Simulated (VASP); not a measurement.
# H4C (I-42m) in VASP: a series of runs

The runs below take H4C through single point, with PBEsol.

Program: VASP 6.6.1. These are calculated values, not measurements. Logs are shortened: lines on timing, memory, paths and dates and some standing lists are left out, and cuts for length are marked.

## 1. The cell of the first run

It takes space group I-42m (No. 121, tetragonal). Conventional cell: a = 4.958 Å, b = 4.958 Å, c = 4.809 Å, α = 90.00°, β = 90.00°, γ = 90.00°. H (site symmetry m) has 1 C at 1.08 Å within 1.5 Å. Within 1.5 Å of C (site symmetry -42m) lie 4 H at 1.08 Å.

## 2. Single point, PBEsol (strain -0.0300 x Voigt [1, 0, 0, 0, 0, 0])

File INCAR:

```
PREC = Accurate
ENCUT = 520
EDIFF = 1E-7
ISMEAR = 0
SIGMA = 0.05
LREAL = False
LASPH = True
NELM = 60
ALGO = Normal
ISIF = 2
LWAVE = False
LCHARG = False
GGA = PS
NBANDS = 12
```

File KPOINTS:

```
Automatic mesh
0
Gamma
  6 6 6
```

File POSCAR:

```
H4C
1.0
   -2.4045569405      2.4789246809      2.4789246809
    2.4045569405     -2.4789246809      2.4789246809
    2.4045569405      2.4789246809     -2.4789246809
H C
4 1
Direct
    0.0000000000      0.0000000000      0.7463128700
    0.7463128700      0.0000000000      0.0000000000
    0.0000000000      0.7463128700      0.0000000000
    0.2536871300      0.2536871300      0.2536871300
    0.0000000000      0.0000000000      0.0000000000
```

Potentials or basis: VASP PAW PBE potentials, release 64 (H, C).

Started as:

```
cat potpaw_PBE.64/H/POTCAR potpaw_PBE.64/C/POTCAR > POTCAR
mpirun -np 1 vasp_std > vasp.out
```

OUTCAR:

```text
PREC = Accurate
   ENCUT = 520
   EDIFF = 1E-7
   ISMEAR = 0
   LREAL = False
   LASPH = True
   NELM = 60
   ISIF = 2
   GGA = PS

 ion  position               nearest neighbor table
   1  0.000  0.000  0.746-   5 1.08
   2  0.746  0.000  0.000-   5 1.08
   3  0.000  0.746  0.000-   5 1.08
   4  0.254  0.254  0.254-   5 1.08
   5  0.000  0.000  0.000-   1 1.08   2 1.08   3 1.08   4 1.08

  LATTYP: Found a body centered tetragonal cell.
 ALAT       =     4.9578493618
 C/A-ratio  =     0.9700000000

  Lattice vectors:

 A1 = (  -2.4045569405,   2.4789246809,  -2.4789246809)
 A2 = (  -2.4045569405,  -2.4789246809,   2.4789246809)
 A3 = (   2.4045569405,   2.4789246809,   2.4789246809)

Analysis of symmetry for initial positions (statically):
=====================================================================
 Subroutine PRICEL returns:
 Original cell was already a primitive cell.

 Routine SETGRP: Setting up the symmetry group for a
 body centered tetragonal supercell.

 Subroutine GETGRP returns: Found  8 space group operations
 (whereof  8 operations were pure point group operations)
 out of a pool of 16 trial point group operations.

The static configuration has the point symmetry D_2d.

Analysis of symmetry for dynamics (positions and initial velocities):
=====================================================================
 Subroutine PRICEL returns:
 Original cell was already a primitive cell.

 Routine SETGRP: Setting up the symmetry group for a
 body centered tetragonal supercell.

 Subroutine GETGRP returns: Found  8 space group operations
 (whereof  8 operations were pure point group operations)
 out of a pool of 16 trial point group operations.

The dynamic configuration has the point symmetry D_2d.

 Subroutine INISYM returns: Found  8 space group operations
 (whereof  8 operations are pure point group operations),
 and found     1 'primitive' translations

----------------------------------------------------------------------------------------

                                     Primitive cell

  volume of cell :      59.1047

  direct lattice vectors                    reciprocal lattice vectors
    -2.404556941  2.478924681  2.478924681     0.000000000  0.201700360  0.201700360
     2.404556941 -2.478924681  2.478924681     0.207938515  0.000000000  0.201700360
     2.404556941  2.478924681 -2.478924681     0.207938515  0.201700360  0.000000000

[... 101 lines left out ...]
   NUPDOWN=      -1.0000    fix difference up-down
   EMIN   =  10.00;   EMAX   =-10.00  energy-range for DOS
   EFERMI =   0.00;   METHOD = LEGACY
   ISMEAR =     0;   SIGMA  =   0.05  broadening in eV -4-tet -1-fermi 0-gaus
   EFERMI_NEDOS =   21; number of points for ismear=-14 and -15
   IALGO  =     38    algorithm
   IMIX   =      4    mixing-type and parameters
     AMIX     =   0.40;   BMIX     =  1.00
     AMIX_MAG =   1.60;   BMIX_MAG =  1.00
  volume/ion in A,a.u.               =      11.82        79.77
  Fermi-wavevector in a.u.,A,eV,Ry     =   0.840551  1.588412  9.612878  0.706527
  Thomas-Fermi vector in A             =   1.954952
   LORBIT       =      0    0 simple, 1 ext, 2 COOP (PROOUT), +10 PAW based schemes
   GGA     = PS    functional components
   LHFCALC =     F    Hartree Fock is set to
   AEXX    =    0.0000 exact exchange contribution
   IVDW    =     0    specifies the selected vdW correction
   LEPSILON=     F    determine dielectric tensor
   LRPA    =     F    only Hartree local field effects (RPA)
 non-spin polarized calculation
 Gauss-broadening in eV      SIGMA  =   0.05
  energy-cutoff  :      520.00
  volume of cell :       59.10
 maximum number of plane-waves:      1601
   NGX = 15   NGY = 15   NGZ = 15

 number of electron       7.9999998 magnetization

 Free energy of the ion-electron system (eV)
  ---------------------------------------------------
  ext. energy  EPLUGINS =         0.00000000
  ---------------------------------------------------
  free energy    TOTEN  =       -23.94220983 eV

  energy without entropy =      -23.94220983  energy(sigma->0) =      -23.94220983

 E-fermi :  -6.4818     XC(G=0):  -5.7461

 val. band max:       -6.7623144377   @ k =   0.0000   0.0000   0.0000
 cond. band min:       0.8631339075   @ k =   0.0000   0.0000   0.0000
 fundamental gap:      7.6254483452
 Fermi energy:        -6.4818091642

 k-point     1 :       0.0000    0.0000    0.0000
  band No.  band energies     occupation
      1     -15.1252      2.00000
      2      -6.9700      2.00000
      3      -6.9700      2.00000
      4      -6.7623      2.00000
      5       0.8631      0.00000
      6       5.4777      0.00000
      7       5.8365      0.00000
      8       5.8365      0.00000
      9       9.6292      0.00000
     10       9.9274      0.00000
     11      10.4071      0.00000
     12      10.4071      0.00000
[... 331 lines left out ...]
 k-point    24 :       0.3333   -0.1667    0.1667
  band No.  band energies     occupation
      1     -14.9127      2.00000
      2      -7.5617      2.00000
      3      -7.1396      2.00000
      4      -7.0310      2.00000
      5       2.6947      0.00000
      6       4.7600      0.00000
      7       5.3451      0.00000
      8       6.5259      0.00000
      9       7.6247      0.00000
     10       9.0717      0.00000
     11      11.2249      0.00000
     12      12.2787      0.00000

 [... further k-points ...]

------------------------ aborting loop because EDIFF is reached ----------------------------------------

  FORCE on cell =-STRESS in cart. coord.  units (eV):
  Direction    XX          YY          ZZ          XY          YZ          ZX
  --------------------------------------------------------------------------------------
  -------------------------------------------------------------------------------------
  Total        1.1821593      0.8441861      0.8441861      0.0000000      0.0000000      0.0000000
  in kB       32.0453391     22.8837432     22.8837432      0.0000000      0.0000000      0.0000000
  external PRESSURE =      25.9376085 kB  Pullay stress =       0.0000000 kB

 VOLUME and BASIS-vectors are now :
 -----------------------------------------------------------------------------
  energy-cutoff  :      520.00
  volume of cell :       59.10
      direct lattice vectors                 reciprocal lattice vectors
    -2.404556941  2.478924681  2.478924681     0.000000000  0.201700360  0.201700360
     2.404556941 -2.478924681  2.478924681     0.207938515  0.000000000  0.201700360
     2.404556941  2.478924681 -2.478924681     0.207938515  0.201700360  0.000000000

 POSITION                                       TOTAL-FORCE (eV/Angst)
 -----------------------------------------------------------------------------------
      1.79455      1.85005     -1.85005        -0.512650     -0.364493      0.364493
     -1.79455      1.85005      1.85005         0.512650     -0.364493     -0.364493
      1.79455     -1.85005      1.85005        -0.512650      0.364493     -0.364493
      0.61001      0.62887      0.62887         0.512650      0.364493      0.364493
      0.00000      0.00000      0.00000         0.000000      0.000000     -0.000000
 -----------------------------------------------------------------------------------
    total drift:                               -0.000000     -0.000000     -0.000000

  FREE ENERGIE OF THE ION-ELECTRON SYSTEM (eV)
  ---------------------------------------------------
  free  energy   TOTEN  =       -23.9422098270 eV

  energy  without entropy=      -23.9422098270  energy(sigma->0) =      -23.94220983
```

stdout:

```text
POSCAR found type information on POSCAR H C
 POSCAR found :  2 types and       5 ions
 scaLAPACK will be used
 -----------------------------------------------------------------------------
|                                                                             |
|                                                                             |
|     You enforced a specific xc type in the INCAR file but a different       |
|     I HOPE YOU KNOW WHAT YOU ARE DOING!                                     |
|                                                                             |
 -----------------------------------------------------------------------------

 LDA part: xc-table for (Slater+PW92), standard interpolation
 POSCAR, INCAR and KPOINTS ok, starting setup
 FFT: planning ... GRIDC
 FFT: planning ... GRID_SOFT
 FFT: planning ... GRID
 WAVECAR not read
 entering main loop
```

Run time: 7 s. Hardware: 1 thread of Intel Xeon 6975P-C (Granite Rapids), shared host; peak memory 0.17 GiB.

What came out:

* Free energy: -23.9422 eV
* Pressure: 2.6 GPa
* Largest force: 0.727 eV/Å
* Band gap on the k mesh: 7.63 eV, direct

Forces on the atoms (eV/Å):
```
H   -0.513 -0.364  0.364
H    0.513 -0.364 -0.364
H   -0.513  0.364 -0.364
H    0.513  0.364  0.364
C    0.000  0.000  0.000
```

Stress tensor (GPa, compression positive):
```
3.20 0.00 0.00
0.00 2.29 0.00
0.00 0.00 2.29
```

Levels at points of the mesh, in eV from the valence-band top:
```csv
k point,band 1,band 2,band 3,band 4,band 5,band 6,band 7,band 8
"(0.00, 0.00, 0.00)",-8.36,-0.21,-0.21,0.00,7.63,12.24,12.60,12.60
"(0.50, 0.00, 0.00)",-8.13,-1.03,-0.26,-0.21,9.61,11.04,11.40,15.45
"(0.00, 0.50, 0.00)",-8.13,-0.93,-0.48,-0.11,9.62,11.13,11.17,15.67
"(0.50, 0.50, 0.50)",-7.97,-0.80,-0.80,-0.55,10.69,10.86,13.71,13.71
```

Caveat: the cell differs from its parent crystal (strain -0.0300 x Voigt [1, 0, 0, 0, 0, 0]); the PAW data sets were made with another functional, which shifts forces and pressure a little.

[end of part 1 of 2]
